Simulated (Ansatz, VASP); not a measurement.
# Two plane-wave programs on ZrS

```
Zr S
1.0
     0.00000    2.73984    2.73984
     2.62500    0.11484    2.62500
     2.62500    2.62500    0.11484
Zr S
1 1
Direct
  0.00000 0.00000 0.00000
  0.50000 0.50000 0.50000
```

Change from the starting cell: strain +0.0875 x Voigt [0, 0, 0, 1, 0, 0], atoms carried along.

Alike in both runs: task single point; functional r2SCAN; k mesh 16 × 16 × 16; occupations gaussian, width 0.15 eV; no spin polarisation.

|  | VASP | Ansatz |
| --- | --- | --- |
| version | VASP 6.6.1 | Ansatz 0.2.0 |
| potentials or method | VASP PAW PBE potentials, release 64 (Zr_sv, S), cutoff 520 eV | scalar-relativistic, plane waves, PAW |
| valence electrons in the cell | 18 | 18 |

```csv
,VASP,Ansatz,Ansatz less VASP
gap on the k mesh at the Fermi level (eV),none,none,-
pressure (GPa),-1.6,-1.6,+0.01
"traceless stress, the component that is largest in VASP (GPa)",-2.35,-2.38,-0.035
```

VASP's potentials were made for PBE, not for r2SCAN. A gap of «none» marks a metal or a gap that the smearing closes.
